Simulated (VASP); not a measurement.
# Al2Cu (sol) (P4/mmm) in VASP: further runs, part 2 of 2

VASP 6.6.1.

## 3. Single point, PBEsol

This run uses another cell than the first one, of 15.83 Å³/atom, 0.975 times its volume.

INCAR

```
SYSTEM = Al2Cu
ALGO = Fast
EDIFF = 1E-6
ENCUT = 520
GGA = PS
ISIF = 2
ISMEAR = 0
LASPH = .TRUE.
LCHARG = .FALSE.
LREAL = .FALSE.
LWAVE = .FALSE.
NBANDS = 16
NELM = 100
PREC = Accurate
SIGMA = 0.1
```

KPOINTS

```
k-points
0
G
  10 10 14
  0 0 0
```

POSCAR

```
Al2Cu
1.0
    4.0848572809      0.0000000000      0.0000000000
    0.0000000000      4.0848572809      0.0000000000
    0.0000000000      0.0000000000      2.8464075211
Al Cu
2 1
Direct
    0.5000000000      0.0000000000      0.5000000000
    0.0000000000      0.5000000000      0.5000000000
    0.0000000000      0.0000000000      0.0000000000
```

Potentials or basis: VASP PAW PBE potentials, release 64 (Al, Cu).

Started as:

```console
cat potpaw_PBE.64/Al/POTCAR potpaw_PBE.64/Cu/POTCAR > POTCAR
mpirun -np 1 vasp_std > vasp.out
```

OUTCAR:

```text
SYSTEM = Al2Cu
   EDIFF = 1E-6
   ENCUT = 520
   GGA = PS
   ISIF = 2
   ISMEAR = 0
   LASPH = .TRUE.
   LREAL = .FALSE.
   NELM = 100
   PREC = Accurate

 ion  position               nearest neighbor table
   1  0.500  0.000  0.500-   3 2.49   3 2.49   3 2.49   3 2.49   2 2.89   2 2.89   2 2.89   2 2.89

   2  0.000  0.500  0.500-   3 2.49   3 2.49   3 2.49   3 2.49   1 2.89   1 2.89   1 2.89   1 2.89

   3  0.000  0.000  0.000-   1 2.49   2 2.49   1 2.49   2 2.49   2 2.49   2 2.49   1 2.49   1 2.49

  LATTYP: Found a simple tetragonal cell.
 ALAT       =     4.0848572809
 C/A-ratio  =     0.6968193318

  Lattice vectors:

 A1 = (   4.0848572809,   0.0000000000,   0.0000000000)
 A2 = (   0.0000000000,   4.0848572809,   0.0000000000)
 A3 = (   0.0000000000,   0.0000000000,   2.8464075211)

Analysis of symmetry for initial positions (statically):
=====================================================================
 Subroutine PRICEL returns:
 Original cell was already a primitive cell.

 Routine SETGRP: Setting up the symmetry group for a
 simple tetragonal supercell.

 Subroutine GETGRP returns: Found 16 space group operations
 (whereof 16 operations were pure point group operations)
 out of a pool of 16 trial point group operations.

The static configuration has the point symmetry D_4h.

Analysis of symmetry for dynamics (positions and initial velocities):
=====================================================================
 Subroutine PRICEL returns:
 Original cell was already a primitive cell.

 Routine SETGRP: Setting up the symmetry group for a
 simple tetragonal supercell.

 Subroutine GETGRP returns: Found 16 space group operations
 (whereof 16 operations were pure point group operations)
 out of a pool of 16 trial point group operations.

The dynamic configuration has the point symmetry D_4h.
[... 118 lines left out ...]
   IALGO  =     68    algorithm
   IMIX   =      4    mixing-type and parameters
     AMIX     =   0.40;   BMIX     =  1.00
     AMIX_MAG =   1.60;   BMIX_MAG =  1.00
  volume/ion in A,a.u.               =      15.83       106.84
  Fermi-wavevector in a.u.,A,eV,Ry     =   1.162361  2.196543 18.382587  1.351082
  Thomas-Fermi vector in A             =   2.298922
   LORBIT       =      0    0 simple, 1 ext, 2 COOP (PROOUT), +10 PAW based schemes
   GGA     = PS    functional components
   LHFCALC =     F    Hartree Fock is set to
   AEXX    =    0.0000 exact exchange contribution
   IVDW    =     0    specifies the selected vdW correction
   LEPSILON=     F    determine dielectric tensor
   LRPA    =     F    only Hartree local field effects (RPA)
 non-spin polarized calculation
 RMM-DIIS sequential band-by-band and
 Gauss-broadening in eV      SIGMA  =   0.10
  energy-cutoff  :      520.00
  volume of cell :       47.50
 maximum number of plane-waves:      1294
   NGX = 15   NGY = 15   NGZ = 11

 number of electron      16.9999981 magnetization

 Free energy of the ion-electron system (eV)
  ---------------------------------------------------
  ext. energy  EPLUGINS =         0.00000000
  ---------------------------------------------------
  free energy    TOTEN  =       -12.56933556 eV

  energy without entropy =      -12.56468046  energy(sigma->0) =      -12.56700801

 E-fermi :   7.3138     XC(G=0): -10.5914

 val. band max:        7.3052541390   @ k =   0.4000   0.4000   0.4286
 cond. band min:       7.3242054443   @ k =   0.2000   0.1000   0.5000
 fundamental gap:      0.0189513053
 Fermi energy:         7.3137951013

 k-point     1 :       0.0000    0.0000    0.0000
  band No.  band energies     occupation
      1      -3.3743      2.00000
      2       1.7835      2.00000
      3       2.2933      2.00000
      4       2.9794      2.00000
      5       3.2005      2.00000
      6       3.2005      2.00000
[... 433 lines left out ...]
      3       2.2662      2.00000
      4       2.8998      2.00000
      5       3.0475      2.00000
      6       3.1183      2.00000
[... 8 lines left out ...]
     15      17.4623      0.00000
     16      17.7601      0.00000

 [... further k-points ...]

------------------------ aborting loop because EDIFF is reached ----------------------------------------

  FORCE on cell =-STRESS in cart. coord.  units (eV):
  Direction    XX          YY          ZZ          XY          YZ          ZX
  --------------------------------------------------------------------------------------
  -------------------------------------------------------------------------------------
  Total        0.0176213      0.0176213      0.0229169      0.0000000      0.0000000      0.0000000
  in kB        0.5944272      0.5944272      0.7730655      0.0000000      0.0000000      0.0000000
  external PRESSURE =       0.6539733 kB  Pullay stress =       0.0000000 kB

 VOLUME and BASIS-vectors are now :
 -----------------------------------------------------------------------------
  energy-cutoff  :      520.00
  volume of cell :       47.50
      direct lattice vectors                 reciprocal lattice vectors
     4.084857281  0.000000000  0.000000000     0.244806595  0.000000000  0.000000000
     0.000000000  4.084857281  0.000000000     0.000000000  0.244806595  0.000000000
     0.000000000  0.000000000  2.846407521     0.000000000  0.000000000  0.351320039

 POSITION                                       TOTAL-FORCE (eV/Angst)
 -----------------------------------------------------------------------------------
      2.04243      0.00000      1.42320         0.000000      0.000000      0.000000
      0.00000      2.04243      1.42320         0.000000      0.000000      0.000000
      0.00000      0.00000      0.00000         0.000000      0.000000      0.000000
 -----------------------------------------------------------------------------------
    total drift:                                0.000000      0.000000     -0.000000

  FREE ENERGIE OF THE ION-ELECTRON SYSTEM (eV)
  ---------------------------------------------------
  free  energy   TOTEN  =       -12.5693355591 eV

  energy  without entropy=      -12.5646804601  energy(sigma->0) =      -12.56700801
```

OSZICAR:

```text
N       E                     dE             d eps       ncg     rms          rms(c)
DAV:   1     0.620483598057E+02    0.62048E+02   -0.68983E+03  5392   0.111E+03
DAV:   2    -0.122055261780E+02   -0.74254E+02   -0.65834E+02  5680   0.204E+02
DAV:   3    -0.148960859371E+02   -0.26906E+01   -0.26281E+01  7264   0.436E+01
DAV:   4    -0.149555190281E+02   -0.59433E-01   -0.59414E-01  6592   0.552E+00
DAV:   5    -0.149585076452E+02   -0.29886E-02   -0.29886E-02  8472   0.140E+00    0.145E+01
RMM:   6    -0.166945991358E+02   -0.17361E+01   -0.35992E+01  6721   0.923E+01    0.122E+01
RMM:   7    -0.126516869398E+02    0.40429E+01   -0.98954E+00  6082   0.515E+01    0.146E+00
RMM:   8    -0.125799417064E+02    0.71745E-01   -0.88697E-01  5827   0.147E+01    0.142E+00
RMM:   9    -0.125685230072E+02    0.11419E-01   -0.10849E-01  6427   0.435E+00    0.424E-01
RMM:  10    -0.125710051932E+02   -0.24822E-02   -0.42752E-02  6865   0.270E+00    0.442E-01
RMM:  11    -0.125689015984E+02    0.21036E-02   -0.12883E-02  6933   0.149E+00    0.717E-02
RMM:  12    -0.125692999416E+02   -0.39834E-03   -0.40091E-03  7698   0.550E-01    0.613E-02
RMM:  13    -0.125696123640E+02   -0.31242E-03   -0.13800E-03  6778   0.497E-01    0.122E-01
RMM:  14    -0.125693190136E+02    0.29335E-03   -0.65155E-04  6530   0.360E-01    0.306E-02
RMM:  15    -0.125693402086E+02   -0.21195E-04   -0.20930E-04  8048   0.983E-02    0.322E-02
RMM:  16    -0.125693406772E+02   -0.46856E-06   -0.29791E-05  7481   0.496E-02    0.402E-02
RMM:  17    -0.125693358116E+02    0.48656E-05   -0.10942E-05  6619   0.396E-02    0.193E-02
RMM:  18    -0.125693355591E+02    0.25252E-06   -0.32363E-06  5580   0.139E-02
   1 F= -.12569336E+02 E0= -.12567008E+02  d E =-.465510E-02
```

stdout:

```text
POSCAR found type information on POSCAR AlCu
 POSCAR found :  2 types and       3 ions
 scaLAPACK will be used
 -----------------------------------------------------------------------------
|                                                                             |
|                                                                             |
|     You enforced a specific xc type in the INCAR file but a different       |
|     I HOPE YOU KNOW WHAT YOU ARE DOING!                                     |
|                                                                             |
 -----------------------------------------------------------------------------

 LDA part: xc-table for (Slater+PW92), standard interpolation
 POSCAR, INCAR and KPOINTS ok, starting setup
 FFT: planning ... GRIDC
 FFT: planning ... GRID_SOFT
 FFT: planning ... GRID
 WAVECAR not read
 entering main loop
```

Run time: 4 min. Hardware: 1 thread of Intel Xeon 6975P-C, shared host; peak memory 0.25 GiB.

What came out:

| Quantity | Value |
| --- | --- |
| Free energy | -12.5693 eV |
| Pressure | 0.1 GPa |

Caveat: the PAW data sets were made with another functional, which shifts forces and pressure a little.
